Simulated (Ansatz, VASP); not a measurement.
## PbO2 in VASP and in Ansatz

Contents of INCAR:

```
SYSTEM = PbO2
ALGO = Normal
EDIFF = 1E-6
ENCUT = 520
ISIF = 2
ISMEAR = -1
LASPH = .True.
LCHARG = .True.
LELF = .True.
LREAL = .False.
LVHAR = .True.
LWAVE = .False.
NBANDS = 20
NELM = 100
PREC = Accurate
SIGMA = 0.05
```

KPOINTS

```
k-points
0
Gamma
  9 9 9
  0 0 0
```

Contents of POSCAR:

```
PbO2
1.0
    0.0000000000      2.6654741181      2.6654741181
    2.6654741181      0.0000000000      2.6654741181
    2.6654741181      2.6654741181      0.0000000000
Pb O
1 2
Direct
    0.0000000000      0.0000000000      0.0000000000
    0.7500000000      0.7500000000      0.7500000000
    0.2500000000      0.2500000000      0.2500000000
```

The input input.yaml:

```yaml
crystal:
  lattice:
    - [0.0, 2.6654741181, 2.6654741181]
    - [2.6654741181, 0.0, 2.6654741181]
    - [2.6654741181, 2.6654741181, 0.0]
  atoms:
    - { symbol: Pb, position: [0.0, 0.0, 0.0] }
    - { symbol: O, position: [0.75, 0.75, 0.75] }
    - { symbol: O, position: [0.25, 0.25, 0.25] }
kpoints:
  mp_grid: { grid: [9, 9, 9] }
scf:
  occupations: { method: fermi_dirac, width: 0.05 }
hamiltonian:
  xc: lda
  pseudopotentials: { kind: all_electron, lapw: { basis_error: 0.002 } }
output:
  forces: true
  stress: true
  eigenvalues: true
```

Change from the starting cell: volume scaled by 0.96.

Alike in both runs: task single point; functional LDA; k mesh 9 × 9 × 9; occupations fermi-dirac, width 0.05 eV; no spin polarisation.

```csv
,VASP,Ansatz
version,VASP 6.6.1,Ansatz 0.2.0
potentials or method,"VASP PAW LDA potentials, release 64 (Pb_d, O), cutoff 520 eV","all-electron LAPW, scalar-relativistic"
```

|  | VASP | Ansatz | Ansatz less VASP |
| --- | --- | --- | --- |
| gap on the k mesh at the Fermi level (eV) | none | none | - |
| pressure (GPa) | -4.3 | -4.6 | -0.30 |

LDA's correlation is that of Perdew and Zunger in VASP and of Perdew and Wang (1992) in Ansatz. A gap of «none» marks a metal or a gap that the smearing closes. Ansatz ran all-electron here, and VASP with PAW potentials.

Spin-orbit coupling is off throughout.
